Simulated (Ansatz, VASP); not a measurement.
## SiBi2Te5 in VASP and in Ansatz

File INCAR:

```
SYSTEM = SiBi2Te5
PREC = Accurate ; ENCUT = 600
EDIFF = 1E-6 ; ISMEAR = 0
SIGMA = 0.2 ; LREAL = .False.
LASPH = .True. ; NELM = 60
ALGO = Normal ; ISIF = 3
LWAVE = .False. ; LCHARG = .False.
GGA = PE ; IBRION = 2
NSW = 36 ; EDIFFG = -0.08
```

The input KPOINTS:

```
regular mesh
0
Gamma
  3 3 3
  0 0 0
```

The input POSCAR:

```
SiBi2Te5
1.0
   -3.4769134800      3.4769134800      5.0534599400
    3.4769134800     -3.4769134800      5.0534599400
    3.4769134800      3.4769134800     -5.0534599400
Si Bi Te
1 2 5
Direct
    0.0076943500      0.0076943500      0.0000000000
    0.7493696300      0.2493696300      0.5000000000
    0.2493696300      0.7493696300      0.5000000000
    0.7727806000      0.2157532100      0.0000000000
    0.2157532100      0.2157532100      0.4429726200
    0.7727806000      0.7727806000      0.5570273800
    0.2157532100      0.7727806000      0.0000000000
    0.2394967500      0.2394967500      0.0000000000
```

Input for Ansatz:

```yaml
crystal:
  lattice:
    - [-3.47691348, 3.47691348, 5.05345994]
    - [3.47691348, -3.47691348, 5.05345994]
    - [3.47691348, 3.47691348, -5.05345994]
  atoms:
    - { symbol: Si, position: [0.00769435, 0.00769435, 0.0] }
    - { symbol: Bi, position: [0.74936963, 0.24936963, 0.5] }
    - { symbol: Bi, position: [0.24936963, 0.74936963, 0.5] }
    - { symbol: Te, position: [0.7727806, 0.21575321, 0.0] }
    - { symbol: Te, position: [0.21575321, 0.21575321, 0.44297262] }
    - { symbol: Te, position: [0.7727806, 0.7727806, 0.55702738] }
    - { symbol: Te, position: [0.21575321, 0.7727806, 0.0] }
    - { symbol: Te, position: [0.23949675, 0.23949675, 0.0] }
basis:
  ecutwfc: 420
kpoints:
  mp_grid: { grid: [3, 3, 3] }
hamiltonian:
  xc: pbe
scf:
  occupations: { method: gaussian, width: 0.2 }
  lower_state_search: "off"
output:
  forces: true
  stress: true
  eigenvalues: true
relax:
  adjacent_minimum: "off"
  f_tol: 0.08
  max_steps: 16
  cell: { stress_tol: 0.8 }
```

Change from the starting cell: species swapped into the Sr2H5Rh type (I4mm, No. 107).

Alike in both runs: task relaxation of cell and atoms; functional PBE; k mesh 3 × 3 × 3; occupations gaussian, width 0.2 eV; no spin polarisation.

|  | VASP | Ansatz |
| --- | --- | --- |
| version | VASP 6.6.1 | Ansatz 0.2.0 |
| potentials or method | VASP PAW PBE potentials, release 64 (Si, Bi_d, Te), cutoff 600 eV | scalar-relativistic, plane waves, PAW |
| valence electrons in the cell | 64 | 114 |

```tsv
	VASP	Ansatz	Ansatz less VASP
gap on the k mesh at the Fermi level, each at its own relaxed structure (eV)	none	none	-
relaxed volume (Å³/atom)	34.79	34.55	-0.235
relaxed length of the cell vector where the two differ most in proportion (Å)	7.135	7.123	-0.0114
```

A gap of «none» marks a metal or a gap that the smearing closes. VASP's potentials hold 64 valence electrons a cell and Ansatz's 114, so a difference there can come from the potentials and not from the codes.

The k mesh is coarse, so the values compare programs but aren't converged. Spin-orbit coupling is off throughout.
